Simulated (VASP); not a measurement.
# Al (Fm-3m) in VASP: notebook, part 2 of 2

VASP 6.6.1.

## 3. Single point, PBE

This run uses another cell than the first one, of 16.44 Å³/atom, 0.995 times its volume.

INCAR

```
SYSTEM = Al
PREC = Accurate
ENCUT = 520
EDIFF = 1E-7
ISMEAR = 0
SIGMA = 0.05
LREAL = .False.
LASPH = .True.
NELM = 80
ALGO = Normal
ISIF = 2
LWAVE = .False.
LCHARG = .False.
GGA = PE
NBANDS = 8
```

KPOINTS

```
regular mesh
0
Gamma
  14 14 14
  0 0 0
```

POSCAR

```
Al
1.0
    0.0000000000      2.0183282451      2.0183282451
    2.0183282451      0.0000000000      2.0183282451
    2.0183282451      2.0183282451      0.0000000000
Al
1
Direct
    0.0000000000      0.0000000000      0.0000000000
```

Potentials or basis: VASP PAW PBE potentials, release 64 (Al).

Run with:

```
$ cat potpaw_PBE.64/Al/POTCAR > POTCAR
$ mpirun -np 1 vasp_std > vasp.out
```

OUTCAR:

```text
SYSTEM = Al
   PREC = Accurate
   ENCUT = 520
   EDIFF = 1E-7
   ISMEAR = 0
   LREAL = .False.
   LASPH = .True.
   NELM = 80
   ISIF = 2
   GGA = PE

 ion  position               nearest neighbor table
   1  0.000  0.000  0.000-

  LATTYP: Found a face centered cubic cell.
 ALAT       =     4.0366564902

  Lattice vectors:

 A1 = (   0.0000000000,   2.0183282451,   2.0183282451)
 A2 = (   2.0183282451,   0.0000000000,   2.0183282451)
 A3 = (   2.0183282451,   2.0183282451,   0.0000000000)

Analysis of symmetry for initial positions (statically):
=====================================================================
 Subroutine PRICEL returns:
 Original cell was already a primitive cell.

 Routine SETGRP: Setting up the symmetry group for a
 face centered cubic supercell.

 Subroutine GETGRP returns: Found 48 space group operations
 (whereof 48 operations were pure point group operations)
 out of a pool of 48 trial point group operations.

The static configuration has the point symmetry O_h .

Analysis of symmetry for dynamics (positions and initial velocities):
=====================================================================
 Subroutine PRICEL returns:
 Original cell was already a primitive cell.

 Routine SETGRP: Setting up the symmetry group for a
 face centered cubic supercell.

 Subroutine GETGRP returns: Found 48 space group operations
 (whereof 48 operations were pure point group operations)
 out of a pool of 48 trial point group operations.

The dynamic configuration has the point symmetry O_h .

 Subroutine INISYM returns: Found 48 space group operations
 (whereof 48 operations are pure point group operations),
 and found     1 'primitive' translations

----------------------------------------------------------------------------------------

                                     Primitive cell

  volume of cell :      16.4439

  direct lattice vectors                    reciprocal lattice vectors
     0.000000000  2.018328245  2.018328245    -0.247729774  0.247729774  0.247729774
     2.018328245  0.000000000  2.018328245     0.247729774 -0.247729774  0.247729774
     2.018328245  2.018328245  0.000000000     0.247729774  0.247729774 -0.247729774

  length of vectors
     2.854347178  2.854347178  2.854347178     0.429080555  0.429080555  0.429080555

  position of ions in fractional coordinates (direct lattice)
     0.000000000  0.000000000  0.000000000

  ion indices of the primitive-cell ions
   primitive index   ion index
                 1           1

----------------------------------------------------------------------------------------

 KPOINTS: regular mesh

Automatic generation of k-mesh.
 Grid dimensions read from file:
 generate k-points for:   14   14   14

 Generating k-lattice:

  Cartesian coordinates                     Fractional coordinates (reciprocal lattice)
    -0.017694984  0.017694984  0.017694984     0.071428571  0.000000000  0.000000000
     0.017694984 -0.017694984  0.017694984     0.000000000  0.071428571  0.000000000
     0.017694984  0.017694984 -0.017694984     0.000000000  0.000000000  0.071428571

  Length of vectors
     0.030648611  0.030648611  0.030648611

  Shift w.r.t. Gamma in fractional coordinates (k-lattice)
     0.000000000  0.000000000  0.000000000

 Subroutine IBZKPT returns following result:
 ===========================================

 Found    104 irreducible k-points:

 Following reciprocal coordinates:
            Coordinates               Weight
  0.000000  0.000000  0.000000      1.000000
  0.071429  0.000000  0.000000      8.000000
  0.142857  0.000000  0.000000      8.000000
  0.214286  0.000000  0.000000      8.000000
  0.285714  0.000000  0.000000      8.000000
  0.357143  0.000000  0.000000      8.000000
[... 16 lines left out ...]
  0.214286  0.142857  0.000000     24.000000
  0.285714  0.142857  0.000000     24.000000
 [... further k-points ...]
   k-points           NKPTS =    104   k-points in BZ     NKDIM =    104   number of bands    NBANDS=      8
   number of dos      NEDOS =    301   number of ions     NIONS =      1
   total plane-waves  NPLWV =  13824
   dimension x,y,z NGX =    24 NGY =   24 NGZ =   24
   dimension x,y,z NGXF=    48 NGYF=   48 NGZF=   48
   ions per type =               1
   NGX,Y,Z   is equivalent  to a cutoff of  13.98, 13.98, 13.98 a.u.
   NGXF,Y,Z  is equivalent  to a cutoff of  27.96, 27.96, 27.96 a.u.
 SYSTEM =  Al
   PREC   = accura    normal or accurate (medium, high low for compatibility)
   ISTART =      0    job   : 0-new  1-cont  2-samecut
   ICHARG =      2    charge: 1-file 2-atom 10-const
   ISPIN  =      1    spin polarized calculation?
   LNONCOLLINEAR =      F non collinear calculations
   LSORBIT =      F    spin-orbit coupling
   LASPH  =      T    aspherical Exc in radial PAW
   ENCUT  =  520.0 eV  38.22 Ry    6.18 a.u.   5.31  5.31  5.31*2*pi/ulx,y,z
   NELM   =     80;   NELMIN=  2; NELMDL= -5     # of ELM steps
   EDIFF  = 0.1E-06   stopping-criterion for ELM
   LREAL  =      F    real-space projection
   EDIFFG = 0.1E-05   stopping-criterion for IOM
   NSW    =      0    number of steps for IOM
   IBRION =     -1    ionic relax: 0-MD 1-quasi-New 2-CG
   NFREE  =      0    steps in history (QN), initial steepest desc. (CG)
   ISIF   =      2    stress and relaxation
   ISYM   =      2    0-nonsym 1-usesym 2-fastsym
   POTIM  = 0.5000    time-step for ionic-motion
   TEBEG  =    0.0;   TEEND  =   0.0 temperature during run
   PSTRESS=    0.0 pullay stress
   NELECT =       3.0000    total number of electrons
   NUPDOWN=      -1.0000    fix difference up-down
   EMIN   =  10.00;   EMAX   =-10.00  energy-range for DOS
   EFERMI =   0.00;   METHOD = LEGACY
   ISMEAR =     0;   SIGMA  =   0.05  broadening in eV -4-tet -1-fermi 0-gaus
   EFERMI_NEDOS =   21; number of points for ismear=-14 and -15
   IALGO  =     38    algorithm
   IMIX   =      4    mixing-type and parameters
     AMIX     =   0.40;   BMIX     =  1.00
     AMIX_MAG =   1.60;   BMIX_MAG =  1.00
  volume/ion in A,a.u.               =      16.44       110.97
  Fermi-wavevector in a.u.,A,eV,Ry     =   0.928496  1.754603 11.729653  0.862105
  Thomas-Fermi vector in A             =   2.054679
   LORBIT       =      0    0 simple, 1 ext, 2 COOP (PROOUT), +10 PAW based schemes
   GGA     = PE    functional components
   LHFCALC =     F    Hartree Fock is set to
   AEXX    =    0.0000 exact exchange contribution
   IVDW    =     0    specifies the selected vdW correction
   LEPSILON=     F    determine dielectric tensor
   LRPA    =     F    only Hartree local field effects (RPA)
 non-spin polarized calculation
 Gauss-broadening in eV      SIGMA  =   0.05
  energy-cutoff  :      520.00
  volume of cell :       16.44
 maximum number of plane-waves:       459
 NGX is ok and might be reduce to    24
   NGX = 11   NGY = 11   NGZ = 11

 number of electron       3.0000000 magnetization

 Free energy of the ion-electron system (eV)
  ---------------------------------------------------
  ext. energy  EPLUGINS =         0.00000000
  ---------------------------------------------------
  free energy    TOTEN  =        -3.73857388 eV

  energy without entropy =       -3.73811647  energy(sigma->0) =       -3.73834517

 E-fermi :   8.0025     XC(G=0): -10.2095

 val. band max:        7.9938181540   @ k =  -0.3571   0.4286   0.2143
 cond. band min:       8.0475751968   @ k =   0.5000   0.2857   0.0000
 fundamental gap:      0.0537570429
 Fermi energy:         8.0025168008

 k-point     1 :       0.0000    0.0000    0.0000
  band No.  band energies     occupation
      1      -3.1229      2.00000
      2      20.6731      0.00000
      3      20.6731      0.00000
      4      20.6731      0.00000
      5      22.1900      0.00000
      6      22.1900      0.00000
      7      22.1900      0.00000
      8      24.5254      0.00000

 k-point     2 :       0.0714    0.0000    0.0000
  band No.  band energies     occupation
      1      -2.9839      2.00000
      2      18.5350      0.00000
      3      20.2194      0.00000
      4      20.2194      0.00000
      5      22.8270      0.00000
      6      22.8586      0.00000
      7      22.8586      0.00000
      8      25.9292      0.00000
[... 221 lines left out ...]
 k-point    23 :       0.2143    0.1429    0.0000
  band No.  band energies     occupation
      1      -1.8768      2.00000
      2      15.0137      0.00000
      3      16.9109      0.00000
      4      18.1420      0.00000
      5      19.9742      0.00000
      6      20.9829      0.00000
      7      26.8349      0.00000
      8      27.1456      0.00000

 k-point    24 :       0.2857    0.1429    0.0000
  band No.  band energies     occupation
      1      -1.0978      2.00000
      2      12.3260      0.00000
      3      16.4846      0.00000
      4      18.0106      0.00000
      5      18.4482      0.00000
      6      22.3372      0.00000
      7      26.2597      0.00000
      8      26.8318      0.00000

 [... further k-points ...]
[... 5 lines left out ...]
  --------------------------------------------------------------------------------------
  -------------------------------------------------------------------------------------
  Total       -0.0040580     -0.0040580     -0.0040580     -0.0000000     -0.0000000     -0.0000000
  in kB       -0.3953826     -0.3953826     -0.3953826     -0.0000000     -0.0000000     -0.0000000
  external PRESSURE =      -0.3953826 kB  Pullay stress =       0.0000000 kB

 VOLUME and BASIS-vectors are now :
 -----------------------------------------------------------------------------
  energy-cutoff  :      520.00
  volume of cell :       16.44
      direct lattice vectors                 reciprocal lattice vectors
     0.000000000  2.018328245  2.018328245    -0.247729774  0.247729774  0.247729774
     2.018328245  0.000000000  2.018328245     0.247729774 -0.247729774  0.247729774
     2.018328245  2.018328245  0.000000000     0.247729774  0.247729774 -0.247729774

 POSITION                                       TOTAL-FORCE (eV/Angst)
 -----------------------------------------------------------------------------------
      0.00000      0.00000      0.00000         0.000000      0.000000      0.000000
 -----------------------------------------------------------------------------------
    total drift:                               -0.000000      0.000000      0.000000

  FREE ENERGIE OF THE ION-ELECTRON SYSTEM (eV)
  ---------------------------------------------------
  free  energy   TOTEN  =        -3.7385738760 eV

  energy  without entropy=       -3.7381164656  energy(sigma->0) =       -3.73834517
```

Wall time 9.2 s (1 thread of AMD EPYC 7R13 (Zen 3), shared host); peak memory 0.11 GiB.

Results:

```
Free energy : -3.7386 eV
Pressure    : 0.0 GPa
```

Levels at points of the mesh, in eV from the Fermi level:
```
           k point  band 1  band 2  band 3  band 4
(0.00, 0.00, 0.00)  -11.13   12.67   12.67   12.67
(0.50, 0.00, 0.00)   -4.57   -4.35   11.48   11.48
(0.50, 0.50, 0.00)   -2.90   -1.57    5.29    5.64
```
